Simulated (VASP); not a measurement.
Wanted: the native input for a VASP 6.6.1 run.

| Property | Result |
| --- | --- |
| Task | single point |
| Functional | PBE |
| Potentials or basis | VASP PAW PBE potentials, release 64 (Cu) |
| Cutoff | 520 eV |
| k mesh | 20 × 20 × 14 |
| Occupations | gaussian, width 0.1 eV |
| Spin | no spin polarisation |
| Dipole correction | no |
| Further INCAR settings | ALGO = Fast; EDIFF = 1e-06; NBANDS = 18 |

The structure of Cu lies in POSCAR:

```
Cu
1.0
    1.8471443270      1.8471443270      0.0000000000
   -1.8471443270      1.8471443270      0.0000000000
    0.0000000000      0.0000000000      3.4846106982
Cu
2
Direct
    0.0000000000      0.0000000000      0.0000000000
    0.5000000000      0.5000000000      0.5000000000
```

This cell differs from its parent crystal: uniaxial strain along c: -4.0 %, then relaxed in part.

The input as run:

INCAR

```
SYSTEM = Cu
ALGO = Fast ; EDIFF = 1E-6
ENCUT = 520 ; GGA = PE
ISIF = 2 ; ISMEAR = 0
LASPH = .TRUE. ; LCHARG = .TRUE.
LELF = .TRUE. ; LREAL = .FALSE.
LVHAR = .TRUE. ; LWAVE = .FALSE.
NBANDS = 18 ; NELM = 60
PREC = Accurate ; SIGMA = 0.1
```

KPOINTS

```
k-points
0
G
  20 20 14
  0 0 0
```

Potentials or basis: VASP PAW PBE potentials, release 64 (Cu).

The run is started by

```console
$ cat potpaw_PBE.64/Cu/POTCAR > POTCAR
$ mpirun -np 1 vasp_std > vasp.out
```

It gave:

```yaml
Pressure: 1.9 GPa
Band_gap_on_the_k_mesh: zero (band 11 reaches 13.66 eV, above the bottom of band 12 at 5.50 eV)
```

Caveat: the cell differs from its parent crystal (uniaxial strain along c: -4.0 %, then relaxed in part).

Run time: 2.5 min on 1 thread of Intel Xeon 6975P-C (shared host), peak memory 0.29 GiB.
